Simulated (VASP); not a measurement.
Set up this calculation in VASP 6.6.1, as the native input.

| Quantity | Value |
| --- | --- |
| Task | single point |
| Functional | PBE |
| Potentials or basis | VASP PAW PBE potentials, release 64 (Au, Br) |
| Cutoff | 520 eV |
| k mesh | 4 × 4 × 6 |
| Occupations | gaussian, width 0.1 eV |
| Spin | no spin polarisation |
| Dipole correction | no |
| Further INCAR settings | ALGO = Normal; EDIFF = 1e-06; NBANDS = 22 |

The structure of Au2Br lies in POSCAR:

```
Au2Br
1.0
    4.4206508700      0.0000000000      0.0000000000
    0.0000000000      4.4206508700      0.0000000000
    0.0000000000      0.0000000000      3.1258722100
Au Br
2 1
Direct
    0.0000000000      0.5000000000      0.0000000000
    0.5000000000      0.0000000000      0.0000000000
    0.5000000000      0.5000000000      0.5000000000
```

One way to write it, as run:

INCAR

```
SYSTEM = Au2Br
ALGO = Normal
EDIFF = 1E-6
ENCUT = 520
GGA = PE
ISIF = 2
ISMEAR = 0
LASPH = .TRUE.
LCHARG = .FALSE.
LREAL = .FALSE.
LWAVE = .FALSE.
NBANDS = 22
NELM = 60
PREC = Accurate
SIGMA = 0.1
```

KPOINTS

```
k-points
0
G
  4 4 6
  0 0 0
```

Potentials or basis: VASP PAW PBE potentials, release 64 (Au, Br).

The run is started by

```console
$ cat potpaw_PBE.64/Au/POTCAR potpaw_PBE.64/Br/POTCAR > POTCAR
$ mpirun -np 1 vasp_std > vasp.out
```

It gave:

| Property | Result |
| --- | --- |
| Pressure | 16.2 GPa |

Caveat: an odd number of electrons without spin polarisation forces a metal; a magnetic or distorted state may lie lower.

It took 26 s on 1 thread of Intel(R) Xeon(R) Platinum 8259CL CPU @ 2.50GHz (Skylake/Cascade Lake), with other jobs on the host, peak memory 0.19 GiB.
